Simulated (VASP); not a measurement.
Runs of VASP 6.6.1 on BaC2. The structure is that of space group R-3m (No. 166), or close to it. The cells are those of the table. 

```csv
cell,gap on the mesh (eV),pressure (GPa),largest force (eV/Å)
"a = 3.950 Å, angles 79.9°, 3 atoms",1.25,-9.6,4.93
"a = 3.899 Å, angles 92.7°, 3 atoms",0.92,(a),20.47
"a = 3.997 Å, angles 76.1°, 3 atoms",1.13,-11.5,7.49
"a = 3.905 Å, angles 85.7°, 3 atoms",1.22,-1.3,2.24
"a = 3.898 Å, angles 87.4°, 3 atoms",1.18,3.0,(b)
```

Alike in all rows: task single point; level LDA; potentials or basis VASP PAW LDA potentials, release 64 (Ba_sv, C); no spin polarisation; k mesh 9 × 9 × 9; cutoff (eV) 520; smearing gaussian 0.05 eV.

**Question.** Fill in the values left out.

**Answer.** (a) 23.4; (b) 5.49.

Caveats: spin-orbit coupling is left out, which moves the levels of the heavy elements; forces of over 1 eV/Å act on the atoms, so gaps and moduli don't describe the material at rest.

A k mesh can miss the band edges, and the runs leave out spin-orbit coupling on Ba.
